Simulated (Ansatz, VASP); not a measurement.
## One calculation of ScGa3, two programs

```
Sc Ga
1.0
     4.09500    0.00000    0.00000
     0.00000    4.09500    0.00000
     0.00000    0.00000    4.13595
Sc Ga
1 3
Cartesian
  0.0000 0.0000 0.0000
  0.0000 2.0475 2.0680
  2.0475 0.0000 2.0680
  2.0475 2.0475 0.0000
```

Change from the starting cell: zz strain of +1 %, crystal datasets.

Alike in both runs: task electric field gradients; functional LDA; k mesh 9 × 9 × 9; occupations fermi-dirac, width 0.05 eV; no spin polarisation.

```csv
,VASP,Ansatz
version,VASP 6.6.1,Ansatz 0.2.0
potentials or method,"VASP PAW LDA potentials, release 64 (Sc_sv, Ga_d), cutoff 520 eV","all-electron PAW with datasets made for the crystal, scalar-relativistic"
```

```tsv
	VASP	Ansatz	Ansatz less VASP
pressure (GPa)	-5.9	-6.1	-0.18
traceless stress, the component that is largest in VASP (GPa)	-0.74	-0.74	+0.002
size of Vzz on the site where it differs most (V/Å²)	61.5	64.0	+2.58
```

LDA's correlation is that of Perdew and Zunger in VASP and of Perdew and Wang (1992) in Ansatz. Ansatz ran all-electron here, and VASP with PAW potentials.
